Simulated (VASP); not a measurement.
# Si3Mo (P4/mmm) in VASP: further runs

Si3Mo is run at these levels: PBE; tasks: single point, relaxation of cell and atoms.

Program: VASP 6.6.1. These are calculated values, not measurements. Logs are shortened: lines on timing, memory, paths and dates and some standing lists are left out, and cuts for length are marked.

## Step 1: The cell of the first run

Symmetry: P4/mmm, No. 123, tetragonal system. Conventional cell: a = 2.548 Å, b = 2.548 Å, c = 9.829 Å, α = 90.00°, β = 90.00°, γ = 90.00°. Within 3.0 Å of Si (site symmetry 4mm) lie 1 Mo at 2.27 Å and 5 Si at 2.55 to 2.64 Å. Within 3.4 Å of Si (site symmetry 4/mmm) lie 6 Si at 2.55 to 2.64 Å. Within 3.0 Å of Mo (site symmetry 4/mmm) lie 2 Si at 2.27 Å and 4 Mo at 2.55 Å.

## Step 2: Single point, PBE

File INCAR:

```
ALGO = Normal ; EDIFF = 1E-6
ENCUT = 520 ; GGA = PE
ISIF = 2 ; ISMEAR = 0
LASPH = True ; LCHARG = False
LREAL = False ; LWAVE = False
NBANDS = 21 ; NELM = 60
PREC = Accurate ; SIGMA = 0.1
```

File KPOINTS:

```
k-points
0
Gamma
  6 6 2
```

File POSCAR:

```
Si3Mo
1.0
    2.5483478900      0.0000000000      0.0000000000
    0.0000000000      2.5483478900      0.0000000000
    0.0000000000      0.0000000000      9.8293038800
Si Mo
3 1
Direct
    0.0000000000      0.0000000000      0.2312210100
    0.0000000000      0.0000000000      0.5000000000
    0.0000000000      0.0000000000      0.7687789900
    0.0000000000      0.0000000000      0.0000000000
```

Potentials or basis: VASP PAW PBE potentials, release 64 (Si, Mo_sv).

Launch:

```console
$ cat potpaw_PBE.64/Si/POTCAR potpaw_PBE.64/Mo_sv/POTCAR > POTCAR
$ mpirun -np 1 vasp_std > vasp.out
```

OUTCAR:

```text
EDIFF = 1E-6
   ENCUT = 520
   GGA = PE
   ISIF = 2
   ISMEAR = 0
   LASPH = True
   LREAL = False
   NELM = 60
   PREC = Accurate

 ion  position               nearest neighbor table
   1  0.000  0.000  0.231-   4 2.27   2 2.64
   2  0.000  0.000  0.500-   1 2.64   3 2.64
   3  0.000  0.000  0.769-   4 2.27   2 2.64
   4  0.000  0.000  0.000-   1 2.27   3 2.27

  LATTYP: Found a simple tetragonal cell.
 ALAT       =     2.5483478900
 C/A-ratio  =     3.8571279528

  Lattice vectors:

 A1 = (   2.5483478900,   0.0000000000,   0.0000000000)
 A2 = (   0.0000000000,   2.5483478900,   0.0000000000)
 A3 = (   0.0000000000,   0.0000000000,   9.8293038800)

Analysis of symmetry for initial positions (statically):
=====================================================================
 Subroutine PRICEL returns:
 Original cell was already a primitive cell.

 Routine SETGRP: Setting up the symmetry group for a
 simple tetragonal supercell.

 Subroutine GETGRP returns: Found 16 space group operations
 (whereof 16 operations were pure point group operations)
 out of a pool of 16 trial point group operations.

The static configuration has the point symmetry D_4h.

Analysis of symmetry for dynamics (positions and initial velocities):
=====================================================================
 Subroutine PRICEL returns:
 Original cell was already a primitive cell.

 Routine SETGRP: Setting up the symmetry group for a
 simple tetragonal supercell.

 Subroutine GETGRP returns: Found 16 space group operations
 (whereof 16 operations were pure point group operations)
 out of a pool of 16 trial point group operations.

The dynamic configuration has the point symmetry D_4h.

 Subroutine INISYM returns: Found 16 space group operations
 (whereof 16 operations are pure point group operations),
 and found     1 'primitive' translations

----------------------------------------------------------------------------------------

                                     Primitive cell

  volume of cell :      63.8323

  direct lattice vectors                    reciprocal lattice vectors
     2.548347890  0.000000000  0.000000000     0.392411101  0.000000000  0.000000000
     0.000000000  2.548347890  0.000000000     0.000000000  0.392411101  0.000000000
     0.000000000  0.000000000  9.829303880     0.000000000  0.000000000  0.101736604

  length of vectors
     2.548347890  2.548347890  9.829303880     0.392411101  0.392411101  0.101736604

  position of ions in fractional coordinates (direct lattice)
     0.000000000  0.000000000  0.231221010
     0.000000000  0.000000000  0.500000000
     0.000000000  0.000000000  0.768778990
     0.000000000  0.000000000  0.000000000

  ion indices of the primitive-cell ions
   primitive index   ion index
                 1           1
                 2           2
                 3           3
                 4           4

----------------------------------------------------------------------------------------

 KPOINTS: k-points

Automatic generation of k-mesh.
 Grid dimensions read from file:
 generate k-points for:    6    6    2

 Generating k-lattice:

  Cartesian coordinates                     Fractional coordinates (reciprocal lattice)
     0.065401850  0.000000000  0.000000000     0.166666667  0.000000000  0.000000000
     0.000000000  0.065401850  0.000000000     0.000000000  0.166666667  0.000000000
     0.000000000  0.000000000  0.050868302     0.000000000  0.000000000  0.500000000

  Length of vectors
     0.065401850  0.065401850  0.050868302

  Shift w.r.t. Gamma in fractional coordinates (k-lattice)
     0.000000000  0.000000000  0.000000000

 Subroutine IBZKPT returns following result:
 ===========================================

 Found     20 irreducible k-points:

 Following reciprocal coordinates:
            Coordinates               Weight
  0.000000  0.000000  0.000000      1.000000
  0.166667  0.000000  0.000000      4.000000
  0.333333  0.000000  0.000000      4.000000
  0.500000  0.000000  0.000000      2.000000
  0.166667  0.166667  0.000000      4.000000
  0.333333  0.166667  0.000000      8.000000
[... 12 lines left out ...]
  0.500000  0.333333  0.500000      4.000000
  0.500000  0.500000  0.500000      1.000000
   k-points           NKPTS =     20   k-points in BZ     NKDIM =     20   number of bands    NBANDS=     21
   number of dos      NEDOS =    301   number of ions     NIONS =      4
   total plane-waves  NPLWV =  32000
   dimension x,y,z NGX =    20 NGY =   20 NGZ =   80
   dimension x,y,z NGXF=    40 NGYF=   40 NGZF=  160
   ions per type =               3   1
   NGX,Y,Z   is equivalent  to a cutoff of  13.05, 13.05, 13.53 a.u.
   NGXF,Y,Z  is equivalent  to a cutoff of  26.09, 26.09, 27.06 a.u.
 SYSTEM =  unknown system
   PREC   = accura    normal or accurate (medium, high low for compatibility)
   ISTART =      0    job   : 0-new  1-cont  2-samecut
   ICHARG =      2    charge: 1-file 2-atom 10-const
   ISPIN  =      1    spin polarized calculation?
   LNONCOLLINEAR =      F non collinear calculations
   LSORBIT =      F    spin-orbit coupling
   LASPH  =      T    aspherical Exc in radial PAW
   ENCUT  =  520.0 eV  38.22 Ry    6.18 a.u.   4.74  4.74 18.28*2*pi/ulx,y,z
   NELM   =     60;   NELMIN=  2; NELMDL= -5     # of ELM steps
   EDIFF  = 0.1E-05   stopping-criterion for ELM
   LREAL  =      F    real-space projection
   EDIFFG = 0.1E-04   stopping-criterion for IOM
   NSW    =      0    number of steps for IOM
   IBRION =     -1    ionic relax: 0-MD 1-quasi-New 2-CG
   NFREE  =      0    steps in history (QN), initial steepest desc. (CG)
   ISIF   =      2    stress and relaxation
   ISYM   =      2    0-nonsym 1-usesym 2-fastsym
   POTIM  = 0.5000    time-step for ionic-motion
   TEBEG  =    0.0;   TEEND  =   0.0 temperature during run
   PSTRESS=    0.0 pullay stress
   NELECT =      26.0000    total number of electrons
   NUPDOWN=      -1.0000    fix difference up-down
   EMIN   =  10.00;   EMAX   =-10.00  energy-range for DOS
   EFERMI =   0.00;   METHOD = LEGACY
   ISMEAR =     0;   SIGMA  =   0.10  broadening in eV -4-tet -1-fermi 0-gaus
   EFERMI_NEDOS =   21; number of points for ismear=-14 and -15
   IALGO  =     38    algorithm
   IMIX   =      4    mixing-type and parameters
     AMIX     =   0.40;   BMIX     =  1.00
     AMIX_MAG =   1.60;   BMIX_MAG =  1.00
  volume/ion in A,a.u.               =      15.96       107.69
  Fermi-wavevector in a.u.,A,eV,Ry     =   1.213536  2.293250 20.036876  1.472669
  Thomas-Fermi vector in A             =   2.348985
   LORBIT       =      0    0 simple, 1 ext, 2 COOP (PROOUT), +10 PAW based schemes
   GGA     = PE    functional components
   LHFCALC =     F    Hartree Fock is set to
   AEXX    =    0.0000 exact exchange contribution
   IVDW    =     0    specifies the selected vdW correction
   LEPSILON=     F    determine dielectric tensor
   LRPA    =     F    only Hartree local field effects (RPA)
 non-spin polarized calculation
 Gauss-broadening in eV      SIGMA  =   0.10
  energy-cutoff  :      520.00
  volume of cell :       63.83
 maximum number of plane-waves:      1745
 NGX is ok and might be reduce to    20
   NGX =  9   NGY =  9   NGZ = 37

 number of electron      25.9999998 magnetization

 Free energy of the ion-electron system (eV)
  ---------------------------------------------------
  ext. energy  EPLUGINS =         0.00000000
  ---------------------------------------------------
  free energy    TOTEN  =       -24.37440823 eV

  energy without entropy =      -24.36159471  energy(sigma->0) =      -24.36800147

 E-fermi :   9.2275     XC(G=0): -11.2652

 val. band max:        9.1816655096   @ k =   0.1667   0.1667   0.0000
 cond. band min:       9.3180961869   @ k =   0.0000   0.0000   0.5000
 fundamental gap:      0.1364306774
 Fermi energy:         9.2275034214

 k-point     1 :       0.0000    0.0000    0.0000
  band No.  band energies     occupation
      1     -51.4147      2.00000
      2     -25.7890      2.00000
      3     -24.5722      2.00000
      4     -24.5722      2.00000
      5      -3.3357      2.00000
      6      -2.0940      2.00000
[... 13 lines left out ...]
     20      17.3843      0.00000
     21      18.6233      0.00000

 k-point     2 :       0.1667    0.0000    0.0000
  band No.  band energies     occupation
      1     -51.3549      2.00000
      2     -25.7329      2.00000
      3     -25.0317      2.00000
      4     -24.5321      2.00000
      5      -2.7311      2.00000
      6      -1.5230      2.00000
[... 13 lines left out ...]
     20      17.6942      0.00000
     21      19.0689      0.00000

 k-point     3 :       0.3333    0.0000    0.0000
  band No.  band energies     occupation
      1     -51.2328      2.00000
      2     -25.8916      2.00000
      3     -25.6189      2.00000
      4     -24.4512      2.00000
      5      -0.9729      2.00000
      6       0.1436      2.00000
[... 13 lines left out ...]
     20      15.9787      0.00000
     21      17.6434      0.00000
[... 361 lines left out ...]
 k-point    19 :       0.5000    0.3333    0.5000
  band No.  band energies     occupation
      1     -50.9952      2.00000
      2     -26.1096      2.00000
      3     -25.6596      2.00000
      4     -25.4063      2.00000
      5       3.7012      2.00000
      6       3.8568      2.00000
[... 13 lines left out ...]
     20      13.8370      0.00000
     21      14.9828      0.00000

 k-point    20 :       0.5000    0.5000    0.5000
  band No.  band energies     occupation
      1     -50.9352      2.00000
      2     -26.0456      2.00000
      3     -26.0456      2.00000
      4     -25.3537      2.00000
      5       4.3677      2.00000
      6       5.5005      2.00000
[... 13 lines left out ...]
     20      13.1510      0.00000
     21      14.6678      0.00000

------------------------ aborting loop because EDIFF is reached ----------------------------------------

  FORCE on cell =-STRESS in cart. coord.  units (eV):
  Direction    XX          YY          ZZ          XY          YZ          ZX
  --------------------------------------------------------------------------------------
  -------------------------------------------------------------------------------------
  Total        0.9132867      0.9132867     11.3184375      0.0000000     -0.0000000     -0.0000000
  in kB       22.9233191     22.9233191    284.0906024      0.0000000     -0.0000000     -0.0000000
  external PRESSURE =     109.9790802 kB  Pullay stress =       0.0000000 kB

 VOLUME and BASIS-vectors are now :
 -----------------------------------------------------------------------------
  energy-cutoff  :      520.00
  volume of cell :       63.83
      direct lattice vectors                 reciprocal lattice vectors
     2.548347890  0.000000000  0.000000000     0.392411101  0.000000000  0.000000000
     0.000000000  2.548347890  0.000000000     0.000000000  0.392411101  0.000000000
     0.000000000  0.000000000  9.829303880     0.000000000  0.000000000  0.101736604

 POSITION                                       TOTAL-FORCE (eV/Angst)
 -----------------------------------------------------------------------------------
      0.00000      0.00000      2.27274        -0.000000      0.000000      3.073048
      0.00000      0.00000      4.91465         0.000000      0.000000      0.000000
      0.00000      0.00000      7.55656         0.000000      0.000000     -3.073048
      0.00000      0.00000      0.00000         0.000000      0.000000      0.000000
 -----------------------------------------------------------------------------------
    total drift:                                0.000000      0.000000     -0.000000

  FREE ENERGIE OF THE ION-ELECTRON SYSTEM (eV)
  ---------------------------------------------------
  free  energy   TOTEN  =       -24.3744082305 eV

  energy  without entropy=      -24.3615947073  energy(sigma->0) =      -24.36800147
```

Run time: 11 s. Hardware: 1 thread of Intel Xeon 6975P-C (Granite Rapids), shared host; peak memory 0.17 GiB.

What came out:

* Free energy: -24.3744 eV
* Pressure: 11.0 GPa
* Largest force: 3.073 eV/Å
* Band gap on the k mesh: zero (band 13 reaches 11.28 eV, above the bottom of band 14 at 8.11 eV)

Forces on the atoms (eV/Å):
```
Si   0.000  0.000  3.073
Si   0.000  0.000  0.000
Si   0.000  0.000 -3.073
Mo   0.000  0.000  0.000
```

Caveat: the k points lie up to 0.41 Å⁻¹ apart; forces of over 1 eV/Å act on the atoms, so gaps and moduli don't describe the material at rest.

## Step 3: Single point, PBE

This run uses another cell than the first one, of 16.36 Å³/atom, 1.025 times its volume.

File INCAR:

```
SYSTEM = Si3Mo
ALGO = Normal ; EDIFF = 1E-6
ENCUT = 520 ; GGA = PE
ISIF = 2 ; ISMEAR = 0
LASPH = .TRUE. ; LCHARG = .FALSE.
LREAL = .FALSE. ; LWAVE = .FALSE.
NBANDS = 21 ; NELM = 60
PREC = Accurate ; SIGMA = 0.1
```

File KPOINTS:

```
k-points
0
G
  6 6 2
  0 0 0
```

File POSCAR:

```
Si3Mo
1.0
    2.5211528703      0.0000000000      0.0000000000
    0.0000000000      2.5211528703      0.0000000000
    0.0000000000      0.0000000000     10.2961077556
Si Mo
3 1
Direct
    0.0000000000      0.0000000000      0.2530706285
    0.0000000000      0.0000000000      0.5000000000
    0.0000000000      0.0000000000      0.7469293715
    0.0000000000      0.0000000000      0.0000000000
```

Potentials or basis: VASP PAW PBE potentials, release 64 (Si, Mo_sv).

Launch:

```console
$ cat potpaw_PBE.64/Si/POTCAR potpaw_PBE.64/Mo_sv/POTCAR > POTCAR
$ mpirun -np 1 vasp_std > vasp.out
```

Wall time 12 s (1 thread of Intel Xeon 6975P-C (Granite Rapids), shared host); peak memory 0.17 GiB.

The run converged. Its results:

```yaml
Free_energy: -25.2794 eV
Pressure: 0.1 GPa
Largest_force: 0.012 eV/Å
Band_gap_on_the_k_mesh: zero (band 13 reaches 11.45 eV, above the bottom of band 14 at 7.80 eV)
```

Forces on the atoms (eV/Å):
```
Si   0.000  0.000  0.012
Si   0.000  0.000  0.000
Si   0.000  0.000 -0.012
Mo   0.000  0.000  0.000
```

Stress tensor (GPa, compression positive):
```
0.02 0.00 0.00
0.00 0.02 0.00
0.00 0.00 0.19
```

Levels at points of the mesh, in eV from the Fermi level:
```
           k point  band 11  band 12  band 13  band 14  band 15  band 16
(0.00, 0.00, 0.00)    -3.41     1.56     2.56     2.56     3.63     4.86
(0.50, 0.00, 0.00)    -2.69    -2.54    -1.52    -0.35     1.37     2.36
(0.50, 0.50, 0.00)    -1.49    -1.20    -0.23    -0.23    -0.23    -0.23
(0.00, 0.00, 0.50)    -2.38    -0.32     2.56     2.56     4.86     5.91
(0.50, 0.00, 0.50)    -2.84    -2.65    -1.85     1.25     1.37     1.83
(0.50, 0.50, 0.50)    -1.75    -1.48    -1.48     0.04     0.70     0.70
```

Caveat: the k points lie up to 0.42 Å⁻¹ apart.

(Part 1 of 2 ends here.)
